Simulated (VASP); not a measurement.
Gd: single point with PBEsol

Crystal: Gd.

```
CELL_PARAMETERS angstrom
-1.45764 1.45764 1.45764
1.45764 -1.45764 1.45764
1.45764 1.45764 -1.45764
ATOMIC_POSITIONS crystal
Gd 0.00000 0.00000 0.00000
```

This cell differs from its parent crystal: volume scaled by 0.4, source ansatz.

* Program: VASP 6.6.1
* Task: single point
* Functional: PBEsol
* Potentials or basis: VASP PAW PBE potentials, release 64 (Gd)
* Cutoff: 600 eV
* k mesh: 14 × 14 × 14
* Occupations: fermi-dirac, width 0.08 eV
* Spin: collinear spin, ferromagnetic start
* Starting moments: [7.0] μB

```json
{"Pressure": "151.7 GPa", "Net moment": "6.41 μB per cell", "Site moments": "Gd +6.26 μB", "Valence electrons inside the program's atomic spheres": "Gd 16.49"}
```

Levels at points of the mesh, in eV from the Fermi level:
Spin up:
| k point | band 10 | band 11 | band 12 | band 13 | band 14 | band 15 |
| --- | --- | --- | --- | --- | --- | --- |
| (0.00, 0.00, 0.00) | -2.52 | -2.15 | -1.76 | 2.20 | 2.20 | 2.20 |
| (0.50, 0.00, 0.00) | -2.59 | -2.50 | -2.39 | -2.36 | 9.14 | 10.60 |
| (0.50, 0.50, 0.50) | -3.02 | -2.36 | -2.36 | -2.36 | 15.19 | 15.19 |
Spin down:
```tsv
k point	band 2	band 3	band 4	band 5	band 6	band 7	band 8	band 9	band 10	band 11
(0.00, 0.00, 0.00)	-15.72	-15.72	-15.72	-0.56	0.15	0.15	0.15	2.45	2.45	2.45
(0.50, 0.00, 0.00)	-25.24	-18.69	-16.24	-3.88	-1.57	0.50	1.01	1.60	2.01	2.31
(0.50, 0.50, 0.50)	-21.95	-21.95	-21.95	-6.42	-6.42	0.77	1.73	1.73	1.73	2.54
```

Run time: 49 s on 1 thread of Intel(R) Xeon(R) 6975P-C (Granite Rapids), with other jobs on the host, peak memory 0.18 GiB.

Caveat: the PAW data sets were made with another functional, which shifts forces and pressure a little; spin-orbit coupling is left out, which moves the levels of the heavy elements. The state reached can hang on the start; a lower one may exist.
